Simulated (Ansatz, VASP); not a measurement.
One calculation of Au, two programs

Contents of INCAR:

```
PREC = Accurate ; ENCUT = 520
EDIFF = 1E-6 ; ISMEAR = -1
SIGMA = 0.05 ; LREAL = F
LASPH = T ; NELM = 60
ALGO = Fast ; ISIF = 2
LWAVE = F ; LCHARG = F
NBANDS = 18
```

File KPOINTS:

```
regular mesh
0
Gamma
  11 11 6
```

POSCAR

```
Au
1.0
    1.4018378006     -2.5387785952      0.0000000000
    1.4018378006      2.5387785952      0.0000000000
    0.0000000000      0.0000000000      4.8603285560
Au
2
Direct
    0.3346720300      0.6653279700      0.2500000000
    0.6653279700      0.3346720300      0.7500000000
```

input.yaml

```yaml
crystal:
  lattice:
    - [1.4018378006, -2.5387785952, 0.0]
    - [1.4018378006, 2.5387785952, 0.0]
    - [0.0, 0.0, 4.860328556]
  atoms:
    - { symbol: Au, position: [0.33467203, 0.66532797, 0.25] }
    - { symbol: Au, position: [0.66532797, 0.33467203, 0.75] }
hamiltonian:
  xc: lda
  pseudopotentials: { kind: paw }
kpoints:
  mp_grid: { grid: [11, 11, 6] }
scf:
  occupations: { method: fermi_dirac, width: 0.05 }
output:
  forces: true
  stress: true
  eigenvalues: true
```

Alike in both runs: task single point; functional LDA; k mesh 11 × 11 × 6; occupations fermi-dirac, width 0.05 eV; no spin polarisation.

|  | VASP | Ansatz |
| --- | --- | --- |
| version | VASP 6.6.1 | Ansatz 0.2.0 |
| potentials or method | VASP PAW LDA potentials, release 64 (Au) | Ansatz PAW |
| plane-wave cutoff (eV) | 520 | 420 |
| valence electrons in the cell | 22 | 38 |

|  | VASP | Ansatz | Ansatz less VASP |
| --- | --- | --- | --- |
| gap on the k mesh at the Fermi level (eV) | none | none | - |
| pressure (GPa) | -6.3 | -6.8 | -0.48 |
| traceless stress, the component that is largest in VASP (GPa) | 2.72 | 2.62 | -0.097 |
| rms of the force components (eV/Å) | 0.013 | 0.012 | -0.0008 |

LDA's correlation is that of Perdew and Zunger in VASP and of Perdew and Wang (1992) in Ansatz. Atom by atom the forces differ by 0.001 eV/Å (rms over components). A gap of «none» marks a metal or a gap that the smearing closes. VASP's potentials hold 22 valence electrons a cell and Ansatz's 38, so a difference there can come from the potentials and not from the codes.

Neither program's run includes spin-orbit coupling.
